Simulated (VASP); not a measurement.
# TlCuI3 (Pm-3m) in VASP: a series of runs, part 2 of 2

VASP 6.6.1.

### 4 Single point, PBE (volume scaled by 0.97)

Contents of INCAR:

```
SYSTEM = TlCuI3
  ALGO = Normal
  EDIFF = 1E-6
  ENCUT = 520
  GGA = PE
  ISIF = 2
  ISMEAR = 0
  LASPH = .True.
  LCHARG = .False.
  LREAL = .False.
  LWAVE = .False.
  NBANDS = 30
  NELM = 60
  PREC = Accurate
  SIGMA = 0.1
```

Contents of KPOINTS:

```
k-points
0
Gamma
  8 8 8
  0 0 0
```

Contents of POSCAR:

```
TlCuI3
1.0
    5.4903509411      0.0000000000      0.0000000000
    0.0000000000      5.4903509411      0.0000000000
    0.0000000000      0.0000000000      5.4903509411
Tl Cu I
1 1 3
Direct
    0.5000000000      0.5000000000      0.5000000000
    0.0000000000      0.0000000000      0.0000000000
    0.5000000000      0.0000000000      0.0000000000
    0.0000000000      0.5000000000      0.0000000000
    0.0000000000      0.0000000000      0.5000000000
```

Potentials or basis: VASP PAW PBE potentials, release 64 (Tl_d, Cu, I).

Started as:

```console
> cat potpaw_PBE.64/Tl_d/POTCAR potpaw_PBE.64/Cu/POTCAR potpaw_PBE.64/I/POTCAR > POTCAR
> mpirun -np 1 vasp_std > vasp.out
```

OUTCAR:

```text
SYSTEM = TlCuI3
   EDIFF = 1E-6
   ENCUT = 520
   GGA = PE
   ISIF = 2
   ISMEAR = 0
   LASPH = .True.
   LREAL = .False.
   NELM = 60
   PREC = Accurate

 ion  position               nearest neighbor table
   1  0.500  0.500  0.500-
   2  0.000  0.000  0.000-   3 2.75   4 2.75   5 2.75   5 2.75   4 2.75   3 2.75
   3  0.500  0.000  0.000-   2 2.75   2 2.75
   4  0.000  0.500  0.000-   2 2.75   2 2.75
   5  0.000  0.000  0.500-   2 2.75   2 2.75

  LATTYP: Found a simple cubic cell.
 ALAT       =     5.4903509411

  Lattice vectors:

 A1 = (   5.4903509411,   0.0000000000,   0.0000000000)
 A2 = (   0.0000000000,   5.4903509411,   0.0000000000)
 A3 = (   0.0000000000,   0.0000000000,   5.4903509411)

Analysis of symmetry for initial positions (statically):
=====================================================================
 Subroutine PRICEL returns:
 Original cell was already a primitive cell.

 Routine SETGRP: Setting up the symmetry group for a
 simple cubic supercell.

 Subroutine GETGRP returns: Found 48 space group operations
 (whereof 48 operations were pure point group operations)
 out of a pool of 48 trial point group operations.

The static configuration has the point symmetry O_h .

Analysis of symmetry for dynamics (positions and initial velocities):
=====================================================================
 Subroutine PRICEL returns:
 Original cell was already a primitive cell.

 Routine SETGRP: Setting up the symmetry group for a
 simple cubic supercell.

 Subroutine GETGRP returns: Found 48 space group operations
 (whereof 48 operations were pure point group operations)
 out of a pool of 48 trial point group operations.

The dynamic configuration has the point symmetry O_h .

 Subroutine INISYM returns: Found 48 space group operations
 (whereof 48 operations are pure point group operations),
 and found     1 'primitive' translations

----------------------------------------------------------------------------------------

                                     Primitive cell

  volume of cell :     165.5009

  direct lattice vectors                    reciprocal lattice vectors
     5.490350941  0.000000000  0.000000000     0.182137720  0.000000000  0.000000000
     0.000000000  5.490350941  0.000000000     0.000000000  0.182137720  0.000000000
     0.000000000  0.000000000  5.490350941     0.000000000  0.000000000  0.182137720

  length of vectors
     5.490350941  5.490350941  5.490350941     0.182137720  0.182137720  0.182137720

  position of ions in fractional coordinates (direct lattice)
     0.500000000  0.500000000  0.500000000
     0.000000000  0.000000000  0.000000000
     0.500000000  0.000000000  0.000000000
     0.000000000  0.500000000  0.000000000
     0.000000000  0.000000000  0.500000000

  ion indices of the primitive-cell ions
   primitive index   ion index
                 1           1
                 2           2
                 3           3
                 4           4
                 5           5

----------------------------------------------------------------------------------------

 KPOINTS: k-points

Automatic generation of k-mesh.
 Grid dimensions read from file:
 generate k-points for:    8    8    8

 Generating k-lattice:

  Cartesian coordinates                     Fractional coordinates (reciprocal lattice)
     0.022767215  0.000000000  0.000000000     0.125000000  0.000000000  0.000000000
     0.000000000  0.022767215  0.000000000     0.000000000  0.125000000  0.000000000
     0.000000000  0.000000000  0.022767215     0.000000000  0.000000000  0.125000000

  Length of vectors
     0.022767215  0.022767215  0.022767215

  Shift w.r.t. Gamma in fractional coordinates (k-lattice)
     0.000000000  0.000000000  0.000000000

 Subroutine IBZKPT returns following result:
 ===========================================

 Found     35 irreducible k-points:

 Following reciprocal coordinates:
            Coordinates               Weight
  0.000000  0.000000  0.000000      1.000000
  0.125000  0.000000  0.000000      6.000000
  0.250000  0.000000  0.000000      6.000000
  0.375000  0.000000  0.000000      6.000000
  0.500000  0.000000  0.000000      3.000000
  0.125000  0.125000  0.000000     12.000000
[... 16 lines left out ...]
  0.375000  0.375000  0.125000     24.000000
  0.500000  0.375000  0.125000     24.000000
 [... further k-points ...]
   k-points           NKPTS =     35   k-points in BZ     NKDIM =     35   number of bands    NBANDS=     30
   number of dos      NEDOS =    301   number of ions     NIONS =      5
   total plane-waves  NPLWV =  74088
   dimension x,y,z NGX =    42 NGY =   42 NGZ =   42
   dimension x,y,z NGXF=    84 NGYF=   84 NGZF=   84
   ions per type =               1   1   3
   NGX,Y,Z   is equivalent  to a cutoff of  12.72, 12.72, 12.72 a.u.
   NGXF,Y,Z  is equivalent  to a cutoff of  25.43, 25.43, 25.43 a.u.
 SYSTEM =  TlCuI3
   PREC   = accura    normal or accurate (medium, high low for compatibility)
   ISTART =      0    job   : 0-new  1-cont  2-samecut
   ICHARG =      2    charge: 1-file 2-atom 10-const
   ISPIN  =      1    spin polarized calculation?
   LNONCOLLINEAR =      F non collinear calculations
   LSORBIT =      F    spin-orbit coupling
   LASPH  =      T    aspherical Exc in radial PAW
   ENCUT  =  520.0 eV  38.22 Ry    6.18 a.u.  10.21 10.21 10.21*2*pi/ulx,y,z
   NELM   =     60;   NELMIN=  2; NELMDL= -5     # of ELM steps
   EDIFF  = 0.1E-05   stopping-criterion for ELM
   LREAL  =      F    real-space projection
   EDIFFG = 0.1E-04   stopping-criterion for IOM
   NSW    =      0    number of steps for IOM
   IBRION =     -1    ionic relax: 0-MD 1-quasi-New 2-CG
   NFREE  =      0    steps in history (QN), initial steepest desc. (CG)
   ISIF   =      2    stress and relaxation
   ISYM   =      2    0-nonsym 1-usesym 2-fastsym
   POTIM  = 0.5000    time-step for ionic-motion
   TEBEG  =    0.0;   TEEND  =   0.0 temperature during run
   PSTRESS=    0.0 pullay stress
   NELECT =      45.0000    total number of electrons
   NUPDOWN=      -1.0000    fix difference up-down
   EMIN   =  10.00;   EMAX   =-10.00  energy-range for DOS
   EFERMI =   0.00;   METHOD = LEGACY
   ISMEAR =     0;   SIGMA  =   0.10  broadening in eV -4-tet -1-fermi 0-gaus
   EFERMI_NEDOS =   21; number of points for ismear=-14 and -15
   IALGO  =     38    algorithm
   IMIX   =      4    mixing-type and parameters
     AMIX     =   0.40;   BMIX     =  1.00
     AMIX_MAG =   1.60;   BMIX_MAG =  1.00
  volume/ion in A,a.u.               =      33.10       223.37
  Fermi-wavevector in a.u.,A,eV,Ry     =   1.060585  2.004215 15.304391  1.124841
  Thomas-Fermi vector in A             =   2.195971
   LORBIT       =      0    0 simple, 1 ext, 2 COOP (PROOUT), +10 PAW based schemes
   GGA     = PE    functional components
   LHFCALC =     F    Hartree Fock is set to
   AEXX    =    0.0000 exact exchange contribution
   IVDW    =     0    specifies the selected vdW correction
   LEPSILON=     F    determine dielectric tensor
   LRPA    =     F    only Hartree local field effects (RPA)
 non-spin polarized calculation
 Gauss-broadening in eV      SIGMA  =   0.10
  energy-cutoff  :      520.00
  volume of cell :      165.50
 maximum number of plane-waves:      4492
 NGX is ok and might be reduce to    42
   NGX = 21   NGY = 21   NGZ = 21

 number of electron      45.0000011 magnetization

 Free energy of the ion-electron system (eV)
  ---------------------------------------------------
  ext. energy  EPLUGINS =         0.00000000
  ---------------------------------------------------
  free energy    TOTEN  =       -11.79229743 eV

  energy without entropy =      -11.77340957  energy(sigma->0) =      -11.78285350

 E-fermi :   3.7350     XC(G=0):  -8.8867

 val. band max:        3.7295902484   @ k =   0.5000   0.2500   0.2500
 cond. band min:       3.7561846879   @ k =   0.5000   0.5000   0.0000
 fundamental gap:      0.0265944394
 Fermi energy:         3.7349591123

 k-point     1 :       0.0000    0.0000    0.0000
  band No.  band energies     occupation
      1      -9.0154      2.00000
      2      -7.7981      2.00000
      3      -7.7981      2.00000
      4      -6.8217      2.00000
      5      -6.8217      2.00000
      6      -6.8217      2.00000
[... 781 lines left out ...]
     29      10.3247      0.00000
     30      11.4138      0.00000

 [... further k-points ...]
[... 5 lines left out ...]
  --------------------------------------------------------------------------------------
  -------------------------------------------------------------------------------------
  Total        0.9022312      0.9022312      0.9022312     -0.0000000     -0.0000000     -0.0000000
  in kB        8.7342999      8.7342999      8.7342999     -0.0000000     -0.0000000     -0.0000000
  external PRESSURE =       8.7342999 kB  Pullay stress =       0.0000000 kB

 VOLUME and BASIS-vectors are now :
 -----------------------------------------------------------------------------
  energy-cutoff  :      520.00
  volume of cell :      165.50
      direct lattice vectors                 reciprocal lattice vectors
     5.490350941  0.000000000  0.000000000     0.182137720  0.000000000  0.000000000
     0.000000000  5.490350941  0.000000000     0.000000000  0.182137720  0.000000000
     0.000000000  0.000000000  5.490350941     0.000000000  0.000000000  0.182137720

 POSITION                                       TOTAL-FORCE (eV/Angst)
 -----------------------------------------------------------------------------------
      2.74518      2.74518      2.74518         0.000000      0.000000      0.000000
      0.00000      0.00000      0.00000         0.000000      0.000000      0.000000
      2.74518      0.00000      0.00000         0.000000      0.000000      0.000000
      0.00000      2.74518      0.00000         0.000000      0.000000      0.000000
      0.00000      0.00000      2.74518         0.000000      0.000000      0.000000
 -----------------------------------------------------------------------------------
    total drift:                                0.000000      0.000000     -0.000000

  FREE ENERGIE OF THE ION-ELECTRON SYSTEM (eV)
  ---------------------------------------------------
  free  energy   TOTEN  =       -11.7922974311 eV

  energy  without entropy=      -11.7734095673  energy(sigma->0) =      -11.78285350
```

stdout:

```text
POSCAR found type information on POSCAR TlCuI
 POSCAR found :  3 types and       5 ions
 scaLAPACK will be used
 LDA part: xc-table for (Slater+PW92), standard interpolation
 POSCAR, INCAR and KPOINTS ok, starting setup
 FFT: planning ... GRIDC
 FFT: planning ... GRID_SOFT
 FFT: planning ... GRID
 WAVECAR not read
 entering main loop
```

It took 1.8 min on 1 thread of Intel Xeon 6975P-C (Granite Rapids), shared host; peak memory 0.36 GiB.

Results:

| Item | Value |
| --- | --- |
| Free energy | -11.7923 eV |
| Pressure | 0.9 GPa |

Levels at points of the mesh, in eV from the Fermi level:
| k point | band 21 | band 22 | band 23 | band 24 | band 25 | band 26 |
| --- | --- | --- | --- | --- | --- | --- |
| (0.00, 0.00, 0.00) | -0.71 | -0.71 | -0.71 | 0.87 | 4.68 | 4.68 |
| (0.50, 0.00, 0.00) | -1.12 | -0.73 | -0.73 | 2.26 | 3.76 | 3.76 |
| (0.50, 0.50, 0.00) | -1.11 | 0.02 | 0.78 | 2.69 | 3.82 | 3.82 |
| (0.50, 0.50, 0.50) | 0.02 | 0.81 | 0.81 | 4.83 | 4.83 | 4.83 |

Caveat: the cell differs from its parent crystal (volume scaled by 0.97); spin-orbit coupling is left out, which moves the levels of the heavy elements; an odd number of electrons without spin polarisation forces a metal; a magnetic or distorted state may lie lower; semilocal functionals often make such compounds metallic where correlation or magnetic order opens a gap, which also shifts bond lengths.

### 5 Single point, PBE

This run uses another cell than the first one, of 34.12 Å³/atom, 1.099 times its volume.

Contents of INCAR:

```
SYSTEM = TlCuI3
PREC = Accurate
ENCUT = 520
EDIFF = 1E-6
ISMEAR = 0
SIGMA = 0.1
LREAL = .False.
LASPH = .True.
NELM = 100
ALGO = Normal
ISIF = 2
LWAVE = .False.
LCHARG = .False.
GGA = PE
NBANDS = 30
```

Contents of KPOINTS:

```
regular mesh
0
Gamma
  8 8 8
  0 0 0
```

Changes to POSCAR since step 4:

```diff
@@ -2,5 +2,5 @@
 1.0
-    5.4903509411      0.0000000000      0.0000000000
-    0.0000000000      5.4903509411      0.0000000000
-    0.0000000000      0.0000000000      5.4903509411
+    5.5463788000      0.0000000000      0.0000000000
+    0.0000000000      5.5463788000      0.0000000000
+    0.0000000000      0.0000000000      5.5463788000
 Tl Cu I
```

Started as:

```console
> cat potpaw_PBE.64/Tl_d/POTCAR potpaw_PBE.64/Cu/POTCAR potpaw_PBE.64/I/POTCAR > POTCAR
> mpirun -np 1 vasp_std > vasp.out
```

It took 1.8 min on 1 thread of Intel Xeon 6975P-C (Granite Rapids), shared host; peak memory 0.37 GiB.

It converged, with:

```yaml
Free_energy: -11.8065 eV
Pressure: 0.0 GPa
```

Levels at points of the mesh, in eV from the Fermi level:
| k point | band 20 | band 21 | band 22 | band 23 | band 24 | band 25 | band 26 | band 27 |
| --- | --- | --- | --- | --- | --- | --- | --- | --- |
| (0.00, 0.00, 0.00) | -1.04 | -0.68 | -0.68 | -0.68 | 0.85 | 4.60 | 4.60 | 4.60 |
| (0.50, 0.00, 0.00) | -1.21 | -1.11 | -0.70 | -0.70 | 2.30 | 3.74 | 3.74 | 4.09 |
| (0.50, 0.50, 0.00) | -1.06 | -1.06 | 0.01 | 0.74 | 2.74 | 3.79 | 3.79 | 5.43 |
| (0.50, 0.50, 0.50) | 0.02 | 0.02 | 0.76 | 0.76 | 4.74 | 4.74 | 4.74 | 4.83 |

Caveat: spin-orbit coupling is left out, which moves the levels of the heavy elements; an odd number of electrons without spin polarisation forces a metal; a magnetic or distorted state may lie lower; semilocal functionals often make such compounds metallic where correlation or magnetic order opens a gap, which also shifts bond lengths.

### 6 Single point, PBE (volume scaled by 1.03)

Contents of INCAR:

```
ALGO = Normal ; EDIFF = 1E-7
ENCUT = 520 ; GGA = PE
ISIF = 2 ; ISMEAR = 0
LASPH = T ; LCHARG = F
LREAL = F ; LWAVE = F
NBANDS = 30 ; NELM = 80
PREC = Accurate ; SIGMA = 0.1
```

Contents of KPOINTS:

```
k-points
0
Gamma
  8 8 8
```

Changes to POSCAR since step 5:

```diff
@@ -2,5 +2,5 @@
 1.0
-    5.5463788000      0.0000000000      0.0000000000
-    0.0000000000      5.5463788000      0.0000000000
-    0.0000000000      0.0000000000      5.5463788000
+    5.6012970132      0.0000000000      0.0000000000
+    0.0000000000      5.6012970132      0.0000000000
+    0.0000000000      0.0000000000      5.6012970132
 Tl Cu I
```

Potentials or basis: VASP PAW PBE potentials, release 64 (Tl_d, Cu, I).

Started as:

```console
> cat potpaw_PBE.64/Tl_d/POTCAR potpaw_PBE.64/Cu/POTCAR potpaw_PBE.64/I/POTCAR > POTCAR
> mpirun -np 1 vasp_std > vasp.out
```

It took 1.9 min on 1 thread of Intel Xeon 6975P-C (Granite Rapids), shared host; peak memory 0.37 GiB.

The run converged. Its results:

- Free energy: -11.7962 eV
- Pressure: -0.7 GPa

Levels at points of the mesh, in eV from the Fermi level:
```
           k point  band 20  band 21  band 22  band 23  band 24  band 25  band 26  band 27
(0.00, 0.00, 0.00)    -0.99    -0.65    -0.65    -0.65     0.82     4.53     4.53     4.53
(0.50, 0.00, 0.00)    -1.15    -1.11    -0.67    -0.67     2.33     3.72     3.72     3.98
(0.50, 0.50, 0.00)    -1.02    -1.02     0.01     0.69     2.79     3.76     3.76     5.31
(0.50, 0.50, 0.50)     0.01     0.01     0.71     0.71     4.66     4.66     4.66     4.82
```

Caveat: the cell differs from its parent crystal (volume scaled by 1.03); spin-orbit coupling is left out, which moves the levels of the heavy elements; an odd number of electrons without spin polarisation forces a metal; a magnetic or distorted state may lie lower; semilocal functionals often make such compounds metallic where correlation or magnetic order opens a gap, which also shifts bond lengths.

### 7 The runs side by side

```csv
cell,gap on the mesh (eV),pressure (GPa)
"a = 5.375 Å, 5 atoms",none,3.0
"a = 5.433 Å, 5 atoms",none,1.8
"a = 5.490 Å, 5 atoms",none,0.9
"a = 5.546 Å, 5 atoms",none,0.0
"a = 5.601 Å, 5 atoms",none,-0.7
```

Alike in all rows: task single point; level PBE; potentials or basis VASP PAW PBE potentials, release 64 (Tl_d, Cu, I); no spin polarisation; k mesh 8 × 8 × 8; cutoff (eV) 520; smearing gaussian 0.1 eV.

Caveats: spin-orbit coupling is left out, which moves the levels of the heavy elements; an odd number of electrons without spin polarisation forces a metal; a magnetic or distorted state may lie lower; semilocal functionals often make such compounds metallic where correlation or magnetic order opens a gap, which also shifts bond lengths.

Absolute energies hang on the potentials; compare differences alone.
